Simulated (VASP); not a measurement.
# NiGe3 (Pm-3m) in VASP: a series of runs, part 2 of 2

VASP 6.6.1.

## Step 5: Single point, PBEsol, collinear spin, ferromagnetic start

This run uses another cell than the first one, of 13.99 Å³/atom, 0.895 times its volume.

INCAR reads:

```
  PREC = Accurate
  ENCUT = 520
  EDIFF = 1E-6
  ISMEAR = 0
  SIGMA = 0.1
  LREAL = False
  LASPH = True
  NELM = 150
  ALGO = Normal
  ISIF = 2
  LWAVE = False
  LCHARG = True
  ISPIN = 2
  MAGMOM = 0 0 0 1
  LORBIT = 11
  LMAXMIX = 4
  GGA = PS
  LELF = True
  LVHAR = True
  NBANDS = 38
```

KPOINTS reads:

```
regular mesh
0
Gamma
  6 6 6
```

POSCAR reads:

```
NiGe3
1.0
    3.8245629210      0.0000000000      0.0000000000
    0.0000000000      3.8245629210      0.0000000000
    0.0000000000      0.0000000000      3.8245629210
Ge Ni
3 1
Direct
    0.0000000000      0.5000000000      0.5000000000
    0.5000000000      0.0000000000      0.5000000000
    0.5000000000      0.5000000000      0.0000000000
    0.0000000000      0.0000000000      0.0000000000
```

Potentials or basis: VASP PAW PBE potentials, release 64 (Ge_d, Ni).

On the command line:

```
$ cat potpaw_PBE.64/Ge_d/POTCAR potpaw_PBE.64/Ni/POTCAR > POTCAR
$ mpirun -np 1 vasp_std > vasp.out
```

OUTCAR:

```text
PREC = Accurate
   ENCUT = 520
   EDIFF = 1E-6
   ISMEAR = 0
   LREAL = False
   LASPH = True
   NELM = 150
   ISIF = 2
   ISPIN = 2
   LORBIT = 11
   GGA = PS

 ion  position               nearest neighbor table
   1  0.000  0.500  0.500-   2 2.70   3 2.70   4 2.70   3 2.70   4 2.70   2 2.70   4 2.70   4 2.70
                             2 2.70   3 2.70   3 2.70   2 2.70
   2  0.500  0.000  0.500-   1 2.70   3 2.70   4 2.70   3 2.70   4 2.70   1 2.70   3 2.70   3 2.70
                             1 2.70   4 2.70   4 2.70   1 2.70
   3  0.500  0.500  0.000-   1 2.70   2 2.70   4 2.70   1 2.70   2 2.70   2 2.70   4 2.70   2 2.70
                             1 2.70   4 2.70   1 2.70   4 2.70
   4  0.000  0.000  0.000-   1 2.70   2 2.70   3 2.70   1 2.70   2 2.70   1 2.70   3 2.70   1 2.70
                             2 2.70   3 2.70   2 2.70   3 2.70

  LATTYP: Found a simple cubic cell.
 ALAT       =     3.8245629210

  Lattice vectors:
[... 1847 lines left out ...]

  FORCE on cell =-STRESS in cart. coord.  units (eV):
  Direction    XX          YY          ZZ          XY          YZ          ZX
  --------------------------------------------------------------------------------------
  -------------------------------------------------------------------------------------
  Total        4.8419481      4.8419481      4.8419481      0.0000000      0.0000000     -0.0000000
  in kB      138.6708819    138.6708819    138.6708819      0.0000000      0.0000000     -0.0000000
  external PRESSURE =     138.6708819 kB  Pullay stress =       0.0000000 kB

 VOLUME and BASIS-vectors are now :
 -----------------------------------------------------------------------------
  energy-cutoff  :      520.00
  volume of cell :       55.94
      direct lattice vectors                 reciprocal lattice vectors
     3.824562921  0.000000000  0.000000000     0.261467786  0.000000000  0.000000000
     0.000000000  3.824562921  0.000000000     0.000000000  0.261467786  0.000000000
     0.000000000  0.000000000  3.824562921     0.000000000  0.000000000  0.261467786

 POSITION                                       TOTAL-FORCE (eV/Angst)
 -----------------------------------------------------------------------------------
      0.00000      1.91228      1.91228         0.000000      0.000000      0.000000
      1.91228      0.00000      1.91228         0.000000      0.000000      0.000000
      1.91228      1.91228      0.00000         0.000000      0.000000      0.000000
      0.00000      0.00000      0.00000         0.000000      0.000000      0.000000
 -----------------------------------------------------------------------------------
    total drift:                                0.000000      0.000000      0.000000

  FREE ENERGIE OF THE ION-ELECTRON SYSTEM (eV)
  ---------------------------------------------------
  free  energy   TOTEN  =       -19.7292337712 eV

  energy  without entropy=      -19.7120678666  energy(sigma->0) =      -19.72065082

 total charge

# of ion       s       p       d       tot
------------------------------------------
    1        1.229   1.076  10.093  12.398
    2        1.229   1.076  10.093  12.398
    3        1.229   1.076  10.093  12.398
    4        0.420   0.356   8.492   9.268
--------------------------------------------------
tot          4.109   3.584  38.771  46.463

 magnetization (x)

# of ion       s       p       d       tot
------------------------------------------
    1       -0.000   0.000   0.000   0.000
    2       -0.000   0.000   0.000   0.000
    3       -0.000   0.000   0.000   0.000
    4        0.000  -0.000  -0.000  -0.000
--------------------------------------------------
tot         -0.000   0.000  -0.000  -0.000
```

It took 33 s on 1 thread of Intel Xeon 6975P-C (Granite Rapids), shared host; peak memory 0.2 GiB.

Results:

```yaml
Free_energy: -19.7292 eV
Pressure: 13.9 GPa
Band_gap_on_the_k_mesh: zero (filled and empty bands overlap)
Net_moment: 0.00 μB per cell
Valence_electrons_inside_the_program's_atomic_spheres: Ge 12.40; Ni 9.27
```

Levels at points of the mesh, in eV from the Fermi level:
Spin up:
```csv
k point,band 22,band 23,band 24,band 25,band 26,band 27,band 28,band 29,band 30,band 31
"(0.00, 0.00, 0.00)",-1.77,-1.77,-1.77,-0.64,-0.64,0.18,3.90,3.90,3.90,6.33
"(0.50, 0.00, 0.00)",-1.73,-1.63,-0.71,-0.71,-0.08,-0.08,0.54,1.05,2.37,7.06
"(0.50, 0.50, 0.00)",-1.58,-1.53,-1.52,-0.03,0.67,1.56,1.56,2.31,2.31,4.59
"(0.50, 0.50, 0.50)",-5.68,-1.46,-1.46,-1.28,-0.89,-0.89,-0.89,9.56,9.56,10.00
```
Spin down:
| k point | band 24 | band 25 | band 26 | band 27 | band 28 | band 29 |
| --- | --- | --- | --- | --- | --- | --- |
| (0.00, 0.00, 0.00) | -1.77 | -0.64 | -0.64 | 0.18 | 3.90 | 3.90 |
| (0.50, 0.00, 0.00) | -0.71 | -0.71 | -0.08 | -0.08 | 0.54 | 1.05 |
| (0.50, 0.50, 0.00) | -1.52 | -0.03 | 0.67 | 1.56 | 1.56 | 2.31 |
| (0.50, 0.50, 0.50) | -1.46 | -1.28 | -0.90 | -0.90 | -0.90 | 9.56 |

Caveat: the PAW data sets were made with another functional, which shifts forces and pressure a little.

## Step 6: Single point, r2SCAN

This run uses another cell than the first one, of 15.57 Å³/atom, 0.997 times its volume.

POSCAR reads:

```
NiGe3
1.0
    3.9634904449      0.0000000000      0.0000000000
    0.0000000000      3.9634904449      0.0000000000
    0.0000000000      0.0000000000      3.9634904449
Ge Ni
3 1
Direct
    0.0000000000      0.5000000000      0.5000000000
    0.5000000000      0.0000000000      0.5000000000
    0.5000000000      0.5000000000      0.0000000000
    0.0000000000      0.0000000000      0.0000000000
```

INCAR.step1 reads:

```
PREC = Accurate
ENCUT = 520
ISMEAR = 0
SIGMA = 0.1
LREAL = False
LASPH = True
NELM = 80
NBANDS = 34
GGA = PE
ALGO = Normal
EDIFF = 1E-4
LWAVE = True
LCHARG = False
```

INCAR.step2 reads:

```
PREC = Accurate
ENCUT = 520
EDIFF = 1E-6
ISMEAR = 0
SIGMA = 0.1
LREAL = False
LASPH = True
NELM = 80
ALGO = Normal
ISIF = 2
LWAVE = False
LCHARG = False
METAGGA = R2SCAN
LMIXTAU = True
NBANDS = 34
ISTART = 1
```

KPOINTS reads:

```
Automatic mesh
0
Gamma
  10 10 10
```

Potentials or basis: VASP PAW PBE potentials, release 64 (Ge_d, Ni).

On the command line:

```
$ cat potpaw_PBE.64/Ge_d/POTCAR potpaw_PBE.64/Ni/POTCAR > POTCAR
$ cp INCAR.step1 INCAR
$ mpirun -np 1 vasp_std > vasp.out
$ cp INCAR.step2 INCAR
$ mpirun -np 1 vasp_std > vasp.out
```

OUTCAR:

```text
PREC = Accurate
   ENCUT = 520
   EDIFF = 1E-6
   ISMEAR = 0
   LREAL = False
   LASPH = True
   NELM = 80
   ISIF = 2
   METAGGA = R2SCAN
   ISTART = 1

 ion  position               nearest neighbor table
   1  0.000  0.500  0.500-   2 2.80   3 2.80   4 2.80   3 2.80   4 2.80   2 2.80   4 2.80   4 2.80
                             2 2.80   3 2.80   3 2.80   2 2.80
   2  0.500  0.000  0.500-   1 2.80   3 2.80   4 2.80   3 2.80   4 2.80   1 2.80   3 2.80   3 2.80
                             1 2.80   4 2.80   4 2.80   1 2.80
   3  0.500  0.500  0.000-   1 2.80   2 2.80   4 2.80   1 2.80   2 2.80   2 2.80   4 2.80   2 2.80
                             1 2.80   4 2.80   1 2.80   4 2.80
   4  0.000  0.000  0.000-   1 2.80   2 2.80   3 2.80   1 2.80   2 2.80   1 2.80   3 2.80   1 2.80
                             2 2.80   3 2.80   2 2.80   3 2.80

  LATTYP: Found a simple cubic cell.
 ALAT       =     3.9634904449

  Lattice vectors:

 A1 = (   3.9634904449,   0.0000000000,   0.0000000000)
 A2 = (   0.0000000000,   3.9634904449,   0.0000000000)
 A3 = (   0.0000000000,   0.0000000000,   3.9634904449)

Analysis of symmetry for initial positions (statically):
=====================================================================
 Subroutine PRICEL returns:
 Original cell was already a primitive cell.

 Routine SETGRP: Setting up the symmetry group for a
 simple cubic supercell.

 Subroutine GETGRP returns: Found 48 space group operations
 (whereof 48 operations were pure point group operations)
 out of a pool of 48 trial point group operations.

The static configuration has the point symmetry O_h .

Analysis of symmetry for dynamics (positions and initial velocities):
=====================================================================
 Subroutine PRICEL returns:
 Original cell was already a primitive cell.

 Routine SETGRP: Setting up the symmetry group for a
 simple cubic supercell.

 Subroutine GETGRP returns: Found 48 space group operations
 (whereof 48 operations were pure point group operations)
 out of a pool of 48 trial point group operations.

The dynamic configuration has the point symmetry O_h .

 Subroutine INISYM returns: Found 48 space group operations
 (whereof 48 operations are pure point group operations),
 and found     1 'primitive' translations

----------------------------------------------------------------------------------------

                                     Primitive cell

  volume of cell :      62.2635

  direct lattice vectors                    reciprocal lattice vectors
     3.963490445  0.000000000  0.000000000     0.252302866  0.000000000  0.000000000
     0.000000000  3.963490445  0.000000000     0.000000000  0.252302866  0.000000000
     0.000000000  0.000000000  3.963490445     0.000000000  0.000000000  0.252302866

  length of vectors
     3.963490445  3.963490445  3.963490445     0.252302866  0.252302866  0.252302866

  position of ions in fractional coordinates (direct lattice)
     0.000000000  0.500000000  0.500000000
     0.500000000  0.000000000  0.500000000
     0.500000000  0.500000000  0.000000000
     0.000000000  0.000000000  0.000000000

[... 30 lines left out ...]

 Found     56 irreducible k-points:

 Following reciprocal coordinates:
            Coordinates               Weight
  0.000000  0.000000  0.000000      1.000000
  0.100000  0.000000  0.000000      6.000000
  0.200000  0.000000  0.000000      6.000000
  0.300000  0.000000  0.000000      6.000000
  0.400000  0.000000  0.000000      6.000000
  0.500000  0.000000  0.000000      3.000000
[... 16 lines left out ...]
  0.200000  0.100000  0.100000     24.000000
  0.300000  0.100000  0.100000     24.000000
 [... further k-points ...]
   k-points           NKPTS =     56   k-points in BZ     NKDIM =     56   number of bands    NBANDS=     34
   number of dos      NEDOS =    301   number of ions     NIONS =      4
   total plane-waves  NPLWV =  27000
   dimension x,y,z NGX =    30 NGY =   30 NGZ =   30
   dimension x,y,z NGXF=    60 NGYF=   60 NGZF=   60
   ions per type =               3   1
   NGX,Y,Z   is equivalent  to a cutoff of  12.58, 12.58, 12.58 a.u.
   NGXF,Y,Z  is equivalent  to a cutoff of  25.17, 25.17, 25.17 a.u.
 SYSTEM =  unknown system
   PREC   = accura    normal or accurate (medium, high low for compatibility)
   ISTART =      1    job   : 0-new  1-cont  2-samecut
   ICHARG =      0    charge: 1-file 2-atom 10-const
   ISPIN  =      1    spin polarized calculation?
   LNONCOLLINEAR =      F non collinear calculations
   LSORBIT =      F    spin-orbit coupling
   LASPH  =      T    aspherical Exc in radial PAW
   ENCUT  =  520.0 eV  38.22 Ry    6.18 a.u.   7.37  7.37  7.37*2*pi/ulx,y,z
   NELM   =     80;   NELMIN=  2; NELMDL=  0     # of ELM steps
   EDIFF  = 0.1E-05   stopping-criterion for ELM
   LREAL  =      F    real-space projection
   EDIFFG = 0.1E-04   stopping-criterion for IOM
   NSW    =      0    number of steps for IOM
   IBRION =     -1    ionic relax: 0-MD 1-quasi-New 2-CG
   NFREE  =      0    steps in history (QN), initial steepest desc. (CG)
   ISIF   =      2    stress and relaxation
   ISYM   =      2    0-nonsym 1-usesym 2-fastsym
   POTIM  = 0.5000    time-step for ionic-motion
   TEBEG  =    0.0;   TEEND  =   0.0 temperature during run
   PSTRESS=    0.0 pullay stress
   NELECT =      52.0000    total number of electrons
   NUPDOWN=      -1.0000    fix difference up-down
   EMIN   =  10.00;   EMAX   =-10.00  energy-range for DOS
   EFERMI =   0.00;   METHOD = LEGACY
   ISMEAR =     0;   SIGMA  =   0.10  broadening in eV -4-tet -1-fermi 0-gaus
   EFERMI_NEDOS =   21; number of points for ismear=-14 and -15
   IALGO  =     38    algorithm
   IMIX   =      4    mixing-type and parameters
     AMIX     =   0.40;   BMIX     =  1.00
     AMIX_MAG =   1.60;   BMIX_MAG =  1.00
  volume/ion in A,a.u.               =      15.57       105.04
  Fermi-wavevector in a.u.,A,eV,Ry     =   1.541694  2.913379 32.338597  2.376820
  Thomas-Fermi vector in A             =   2.647604
   LORBIT       =      0    0 simple, 1 ext, 2 COOP (PROOUT), +10 PAW based schemes
   METAGGA = R2SCAN    functional components
   LHFCALC =     F    Hartree Fock is set to
   AEXX    =    0.0000 exact exchange contribution
   IVDW    =     0    specifies the selected vdW correction
   LEPSILON=     F    determine dielectric tensor
   LRPA    =     F    only Hartree local field effects (RPA)
 non-spin polarized calculation
 Gauss-broadening in eV      SIGMA  =   0.10
  energy-cutoff  :      520.00
  volume of cell :       62.26
 maximum number of plane-waves:      1743
 NGX is ok and might be reduce to    30
   NGX = 15   NGY = 15   NGZ = 15

 number of electron      52.0000004 magnetization

 Free energy of the ion-electron system (eV)
  ---------------------------------------------------
  ext. energy  EPLUGINS =         0.00000000
  ---------------------------------------------------
  free energy    TOTEN  =       -51.74252591 eV

  energy without entropy =      -51.73495002  energy(sigma->0) =      -51.73873796

 E-fermi :   8.1630     XC(G=0): -13.2389

 val. band max:        8.0861315909   @ k =   0.3000   0.2000   0.0000
 cond. band min:       8.1688387886   @ k =   0.3000   0.2000   0.1000
 fundamental gap:      0.0827071977
 Fermi energy:         8.1630400181

 k-point     1 :       0.0000    0.0000    0.0000
  band No.  band energies     occupation
      1     -17.5574      2.00000
      2     -17.5574      2.00000
      3     -17.5574      2.00000
      4     -17.5502      2.00000
      5     -17.4487      2.00000
      6     -17.4487      2.00000
[... 877 lines left out ...]
     33      14.2987      0.00000
     34      17.1030      0.00000

 [... further k-points ...]

------------------------ aborting loop because EDIFF is reached ----------------------------------------

  FORCE on cell =-STRESS in cart. coord.  units (eV):
  Direction    XX          YY          ZZ          XY          YZ          ZX
  --------------------------------------------------------------------------------------
  -------------------------------------------------------------------------------------
  Total        0.5582292      0.5582292      0.5582292     -0.0000000     -0.0000000      0.0000000
  in kB       14.3644733     14.3644733     14.3644733     -0.0000000     -0.0000000      0.0000000
  external PRESSURE =      14.3644733 kB  Pullay stress =       0.0000000 kB

 VOLUME and BASIS-vectors are now :
 -----------------------------------------------------------------------------
  energy-cutoff  :      520.00
  volume of cell :       62.26
      direct lattice vectors                 reciprocal lattice vectors
     3.963490445  0.000000000  0.000000000     0.252302866  0.000000000  0.000000000
     0.000000000  3.963490445  0.000000000     0.000000000  0.252302866  0.000000000
     0.000000000  0.000000000  3.963490445     0.000000000  0.000000000  0.252302866

 POSITION                                       TOTAL-FORCE (eV/Angst)
 -----------------------------------------------------------------------------------
      0.00000      1.98175      1.98175         0.000000      0.000000      0.000000
      1.98175      0.00000      1.98175         0.000000      0.000000      0.000000
      1.98175      1.98175      0.00000         0.000000      0.000000      0.000000
      0.00000      0.00000      0.00000         0.000000      0.000000      0.000000
 -----------------------------------------------------------------------------------
    total drift:                                0.000000      0.000000     -0.000000

  FREE ENERGIE OF THE ION-ELECTRON SYSTEM (eV)
  ---------------------------------------------------
  free  energy   TOTEN  =       -51.7425259070 eV

  energy  without entropy=      -51.7349500164  energy(sigma->0) =      -51.73873796
```

Run time: 3 min. Hardware: 1 thread of Intel Xeon 6975P-C (Granite Rapids), shared host; peak memory 0.24 GiB.

What came out:

* Free energy: -51.7425 eV
* Pressure: 1.4 GPa
* Band gap on the k mesh: zero (band 26 reaches 8.63 eV, above the bottom of band 27 at 7.29 eV)

Levels at points of the mesh, in eV from the Fermi level:
```tsv
k point	band 22	band 23	band 24	band 25	band 26	band 27	band 28	band 29	band 30	band 31
(0.00, 0.00, 0.00)	-1.59	-1.59	-1.59	-0.80	-0.80	0.45	3.62	3.62	3.62	6.14
(0.50, 0.00, 0.00)	-1.56	-1.50	-0.73	-0.73	-0.16	-0.16	0.73	0.73	2.16	6.62
(0.50, 0.50, 0.00)	-1.43	-1.41	-1.39	-0.13	0.31	1.38	1.38	2.03	2.03	4.68
(0.50, 0.50, 0.50)	-5.44	-1.35	-1.35	-1.10	-0.88	-0.88	-0.88	8.97	8.97	9.33
```

Caveat: the PAW data sets were made with another functional, which shifts forces and pressure a little.

## Step 7: The runs side by side

```tsv
task	level	spin	cell	k mesh	cutoff (eV)	gap on the mesh (eV)	pressure (GPa)
single point	PBEsol	off	a = 3.968 Å, 4 atoms	6 × 6 × 6	520	none	0.3
single point	PBEsol	off	a = 3.963 Å, 4 atoms	10 × 10 × 10	520	none	0.1
relaxation of cell and atoms	PBEsol	off	relaxed from a = 3.825 Å, 4 atoms	6 × 6 × 6	600	none	0.0
single point	PBEsol	collinear, ferromagnetic start	a = 3.825 Å, 4 atoms	6 × 6 × 6	520	none	13.9
single point	r2SCAN	off	a = 3.963 Å, 4 atoms	10 × 10 × 10	520	none	1.4
```

Alike in all rows: potentials or basis VASP PAW PBE potentials, release 64 (Ge_d, Ni); smearing gaussian 0.1 eV.

Caveats: the PAW data sets were made with another functional, which shifts forces and pressure a little.

Total energies depend on the potentials used, so only differences within one code and one set of settings carry meaning.
